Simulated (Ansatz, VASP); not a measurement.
**One calculation of CdS, two programs**

```
Cd S
1.0
     0.00000    2.66973    2.66973
     2.66973    0.00000    2.66973
     2.66973    2.66973    0.00000
Cd S
1 1
Direct
  0.00000 0.00000 0.00000
  0.50000 0.50000 0.50000
```

Alike in both runs: functional LDA; k mesh 14 × 14 × 14; occupations fermi-dirac, width 0.05 eV; no spin polarisation.

Ansatz relaxed the structure, and its values are those at the end. VASP's run is a single point on that final structure, the one shown.

|  | VASP | Ansatz |
| --- | --- | --- |
| version | VASP 6.6.1 | Ansatz 0.2.0 |
| potentials or method | VASP PAW LDA potentials, release 64 (Cd, S) | PAW with Ansatz's default frozen-core files, scalar-relativistic |
| plane-wave cutoff (eV) | 520 | 420 |
| valence electrons in the cell | 18 | 26 |

```tsv
	VASP	Ansatz	Ansatz less VASP
pressure (GPa)	0.8	0.0	-0.76
```

LDA's correlation is that of Perdew and Zunger in VASP and of Perdew and Wang (1992) in Ansatz. VASP's potentials hold 18 valence electrons a cell and Ansatz's 26, so a difference there can come from the potentials and not from the codes.
